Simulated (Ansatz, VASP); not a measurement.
**Nb3CdB in VASP and in Ansatz**

INCAR

```
SYSTEM = Nb3CdB
PREC = Accurate
ENCUT = 500
EDIFF = 1E-6
ISMEAR = 0
SIGMA = 0.1
LREAL = .FALSE.
LASPH = .TRUE.
NELM = 200
ALGO = Normal
ISIF = 2
LWAVE = .FALSE.
LCHARG = .FALSE.
ISPIN = 2
MAGMOM = 1 1 1 0 0
LORBIT = 11
LMAXMIX = 4
GGA = PE
NBANDS = 39
GGA_COMPAT = .FALSE.
```

File KPOINTS:

```
Automatic mesh
0
G
  4 4 4
  0 0 0
```

The input POSCAR:

```
Nb3CdB
1.0
    4.4048436994      0.0000000000      0.0000000000
    0.0000000000      4.4048436994      0.0000000000
    0.0000000000      0.0000000000      4.4048436994
Nb Cd B
3 1 1
Direct
    0.0000000000      0.0000000000      0.5000000000
    0.5000000000      0.0000000000      0.0000000000
    0.0000000000      0.5000000000      0.0000000000
    0.5000000000      0.5000000000      0.5000000000
    0.0000000000      0.0000000000      0.0000000000
```

Input for Ansatz:

```yaml
crystal:
  lattice:
    - [4.4048436994, 0.0, 0.0]
    - [0.0, 4.4048436994, 0.0]
    - [0.0, 0.0, 4.4048436994]
  atoms:
    - { symbol: Nb, position: [0.0, 0.0, 0.5], spin: 1.0 }
    - { symbol: Nb, position: [0.5, 0.0, 0.0], spin: 1.0 }
    - { symbol: Nb, position: [0.0, 0.5, 0.0], spin: 1.0 }
    - { symbol: Cd, position: [0.5, 0.5, 0.5] }
    - { symbol: B, position: [0.0, 0.0, 0.0] }
basis:
  ecutwfc: 420
kpoints:
  mp_grid: { grid: [4, 4, 4] }
hamiltonian:
  xc: pbe
scf:
  occupations: { method: gaussian, width: 0.1 }
  lower_state_search: "off"
output:
  forces: true
  stress: true
  eigenvalues: true
  populations: true
magnetization:
  spin_polarized: true
```

Change from the starting cell: species swapped into the KAgF3 type (Pm-3m, No. 221).

Alike in both runs: task single point; functional PBE; k mesh 4 × 4 × 4; occupations gaussian, width 0.1 eV; collinear spin.

|  | VASP | Ansatz |
| --- | --- | --- |
| version | VASP 6.6.1 | Ansatz 0.2.0 |
| potentials or method | VASP PAW PBE potentials, release 64 (Nb_sv, Cd, B), cutoff 500 eV | scalar-relativistic, plane waves, PAW |
| valence electrons in the cell | 54 | 62 |

|  | VASP | Ansatz | Ansatz less VASP |
| --- | --- | --- | --- |
| gap on the k mesh at the Fermi level (eV) | none | none | - |
| pressure (GPa) | -0.2 | -0.1 | +0.12 |
| net moment per atom (μB) | 0.00 | 0.00 | 0.000 |

A gap of «none» marks a metal or a gap that the smearing closes. VASP's potentials hold 54 valence electrons a cell and Ansatz's 62, so a difference there can come from the potentials and not from the codes. Ansatz's warnings: seeded moment not kept.
